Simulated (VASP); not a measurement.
Write the native input for VASP 6.6.1 that does the following.

- Task: G0W0 quasiparticle levels
- Functional: PBEsol
- Potentials or basis: VASP PAW PBE potentials, release 64 (B_GW, N_GW)
- Cutoff: 500 eV
- k mesh: 6 × 6 × 6
- Occupations: gaussian, width 0.01 eV
- Spin: no spin polarisation
- Dipole correction: no
- GW scheme: G0W0
- GW iterations: 1
- Cutoff of the response function: 150
- Frequency points: 96
- Empty bands: 80
- Further INCAR settings: ALGO = EVGW0; EDIFF = 1e-08; NBANDS = 84

BN:

```
B N
1.0
     1.25112    0.72234    3.37293
    -1.25112    0.72234    3.37293
     0.00000   -1.44467    3.37293
B N
1 1
Direct
  0.99967 0.99967 0.99967
  0.33276 0.33276 0.33276
```

One way to write it, as run:

POSCAR

```
BN
1.0
    1.2511217487      0.7223353117      3.3729340357
   -1.2511217487      0.7223353117      3.3729340357
    0.0000000000     -1.4446711235      3.3729339286
B N
1 1
Direct
    0.9996710000      0.9996710000      0.9996710000
    0.3327620000      0.3327620000      0.3327620000
```

INCAR.step1

```
SYSTEM = BN
PREC = Accurate
ENCUT = 500
EDIFF = 1E-8
ISMEAR = 0
SIGMA = 0.01
LREAL = .FALSE.
LASPH = .TRUE.
NELM = 80
ALGO = Normal
LWAVE = .TRUE.
LCHARG = .FALSE.
GGA = PS
```

INCAR.step2

```
SYSTEM = BN
PREC = Accurate
ENCUT = 500
EDIFF = 1E-8
ISMEAR = 0
SIGMA = 0.01
LREAL = .FALSE.
LASPH = .TRUE.
NELM = 1
ALGO = Exact
LWAVE = .TRUE.
LCHARG = .FALSE.
GGA = PS
NBANDS = 84
LOPTICS = .TRUE.
ISTART = 1
```

INCAR.step3

```
SYSTEM = BN
PREC = Accurate
ENCUT = 500
EDIFF = 1E-8
ISMEAR = 0
SIGMA = 0.01
LREAL = .FALSE.
LASPH = .TRUE.
ALGO = EVGW0
LWAVE = .FALSE.
LCHARG = .FALSE.
GGA = PS
NELMGW = 1
NBANDS = 84
ENCUTGW = 150.0
NOMEGA = 96
PRECFOCK = Fast
ISTART = 1
NBANDSGW = 12
OMEGAMAX = 20
```

KPOINTS

```
Automatic mesh
0
G
  6 6 6
  0 0 0
```

Potentials or basis: VASP PAW PBE potentials, release 64 (B_GW, N_GW).

Run with:

```bash
$ cat potpaw_PBE.64/B_GW/POTCAR potpaw_PBE.64/N_GW/POTCAR > POTCAR
$ cp INCAR.step1 INCAR
$ mpirun -np 1 vasp_std > vasp.out
$ cp INCAR.step2 INCAR
$ mpirun -np 1 vasp_std > vasp.out
$ cp INCAR.step3 INCAR
$ mpirun -np 1 vasp_std > vasp.out
```

It gave:

```
Quasiparticle gap                                   : 5.83 eV
Least direct quasiparticle gap                      : 6.40 eV
Band gap of the starting levels on the mesh         : 4.19 eV
Least direct gap of the starting levels on the mesh : 4.64 eV
```

Caveat: the k points lie up to 0.49 Å⁻¹ apart; bands, screening cutoff and mesh are small and nothing is extrapolated, so the quasiparticle values aren't converged.

Run time: 5.1 min on 1 thread of AMD EPYC 9R45 96-Core Processor (Zen 5), on a shared host, peak memory 0.38 GiB.
